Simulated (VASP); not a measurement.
Li, 1 atom in the cell. It takes space group Im-3m (No. 229, cubic). Conventional cell: a = 3.509 Å, b = 3.509 Å, c = 3.509 Å, α = 90.00°, β = 90.00°, γ = 90.00°. Within 4.0 Å of Li (site symmetry m-3m) lie 14 Li at 3.04 to 3.51 Å. 

| Property | Result |
| --- | --- |
| Program | VASP 6.6.1 |
| Task | relaxation of cell and atoms |
| Functional | PBE0 |
| Potentials or basis | VASP PAW PBE potentials, release 64 (Li_sv) |
| Cutoff | 600 eV |
| k mesh | 6 × 6 × 6 |
| Occupations | fermi-dirac, width 0.05 eV |
| Spin | no spin polarisation |
| Dipole correction | no |
| Grid for exact exchange (PRECFOCK) | Normal |
| Further INCAR settings | ALGO = Normal; EDIFF = 1e-06; IBRION = 2; EDIFFG = -0.01; NSW = 60; ISIF = 3 |
| Share of exact exchange | 0.25 |

Potentials or basis: VASP PAW PBE potentials, release 64 (Li_sv).

Command:

```sh
$ cat potpaw_PBE.64/Li_sv/POTCAR > POTCAR
$ cp INCAR.step1 INCAR
$ mpirun -np 1 vasp_std > vasp.out
$ cp INCAR.step2 INCAR
$ mpirun -np 1 vasp_std > vasp.out
```

Hardware: 1 thread of Intel(R) Xeon(R) Platinum 8259CL CPU @ 2.50GHz (Skylake/Cascade Lake) (shared host).

Estimate the wall time of this run.

Run time: 3.5 min on 1 thread of Intel(R) Xeon(R) Platinum 8259CL CPU @ 2.50GHz (Skylake/Cascade Lake), with other jobs on the host, peak memory 0.14 GiB. Counts: k points 16, ion steps 3.
